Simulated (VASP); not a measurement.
Here is a VASP 6.6.1 calculation.

INCAR

```
SYSTEM = Ge
ALGO = Normal ; DIPOL = 0.5 0.5 0.399
EDIFF = 1E-6 ; ENCUT = 520
GGA = PE ; IDIPOL = 3
ISIF = 2 ; ISMEAR = 0
IVDW = 12 ; LASPH = .True.
LCHARG = .False. ; LDIPOL = .True.
LREAL = .False. ; LWAVE = .False.
NBANDS = 36 ; NELM = 80
PREC = Accurate ; SIGMA = 0.1
```

File KPOINTS:

```
k-points
0
Gamma
  9 9 1
  0 0 0
```

The input POSCAR:

```
Ge
1.0
    4.0226895460      0.0000000000      0.0000000000
   -2.0113447730      3.4837513384      0.0000000000
    0.0000000000      0.0000000000     18.8685220369
Ge
4
Direct
    0.3333333333      0.6666666667      0.2747571330
    0.6666666667      0.3333333333      0.2384924474
    0.3333333333      0.6666666667      0.5601139303
    0.6666666667      0.3333333333      0.5238492447
```

Potentials or basis: VASP PAW PBE potentials, release 64 (Ge_d).

Command:

```sh
$ cat potpaw_PBE.64/Ge_d/POTCAR > POTCAR
$ mpirun -np 1 vasp_std > vasp.out
```

(1) Predict the largest force.

(2) What does it give for the band gap on the k mesh?

(3) What does it give for the dispersion energy per atom?

Results:

(1) 0.073 eV/Å.

(2) 0.25 eV.

(3) -0.180 eV.

Caveat: the cell differs from its parent crystal (layers slid over each other).
